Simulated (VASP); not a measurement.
MgB2: single point with PBE

MgB2:

```
CELL_PARAMETERS angstrom
3.07290 0.00000 0.00000
-1.53645 2.66121 0.00000
0.00000 0.00000 3.53200
ATOMIC_POSITIONS crystal
Mg 0.00000 0.00000 0.00000
B 0.33333 0.66667 0.50000
B 0.66667 0.33333 0.50000
```

```json
{
 "Program": "VASP 6.6.1",
 "Task": "single point",
 "Functional": "PBE",
 "Potentials or basis": "VASP PAW PBE potentials, release 64 (Mg, B)",
 "Cutoff": "520 eV",
 "k mesh": "15 × 15 × 12",
 "Occupations": "gaussian, width 0.1 eV",
 "Spin": "no spin polarisation"
}
```

```
Pressure               : -0.3 GPa
Band gap on the k mesh : zero (band 4 reaches 7.07 eV, above the bottom of band 5 at 3.30 eV)
```

Stress tensor (GPa, compression positive):
```
-0.20  0.00  0.00
 0.00 -0.20  0.00
 0.00  0.00 -0.39
```

Levels at points of the mesh, in eV from the Fermi level:
```tsv
k point	band 1	band 2	band 3	band 4	band 5	band 6	band 7	band 8
(0.00, 0.00, 0.00)	-12.44	-3.00	0.40	0.40	1.57	6.40	6.40	8.25
(0.00, 0.00, 0.50)	-11.19	-7.45	0.77	0.77	6.71	6.71	8.06	9.85
```

Wall time 16 s on 1 thread of Intel(R) Xeon(R) 6975P-C (Granite Rapids) (shared host), peak memory 0.18 GiB.
